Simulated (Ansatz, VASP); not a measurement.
**One calculation of Ti5C4, two programs**

```
Ti C
1.0
     3.06036    0.00000    0.00000
    -1.53018    2.65035    0.00000
     0.00000    0.00000   27.99509
Ti C
5 4
Direct
  0.66667 0.33333 0.32148
  0.33333 0.66667 0.41074
  0.00000 0.00000 0.49794
  0.66667 0.33333 0.58413
  0.33333 0.66667 0.66913
  0.00000 0.00000 0.36611
  0.66667 0.33333 0.45537
  0.33333 0.66667 0.54306
  0.00000 0.00000 0.63352
```

Alike in both runs: task single point; functional PBEsol; k mesh 21 × 21 × 1; occupations gaussian, width 0.1 eV; no spin polarisation.

|  | VASP | Ansatz |
| --- | --- | --- |
| version | VASP 6.6.1 | Ansatz 0.2.0 |
| potentials or method | VASP PAW PBE potentials, release 64 (Ti_sv, C), cutoff 520 eV | scalar-relativistic, plane waves, PAW |
| valence electrons in the cell | 76 | 76 |

|  | VASP | Ansatz | Ansatz less VASP |
| --- | --- | --- | --- |
| gap on the k mesh at the Fermi level (eV) | none | none | - |
| rms of the force components (eV/Å) | 0.598 | 0.601 | +0.0028 |

VASP's potentials were made for PBE, not for PBEsol. A gap of «none» marks a metal or a gap that the smearing closes. Ansatz's warnings: xc potential rough in thin density.
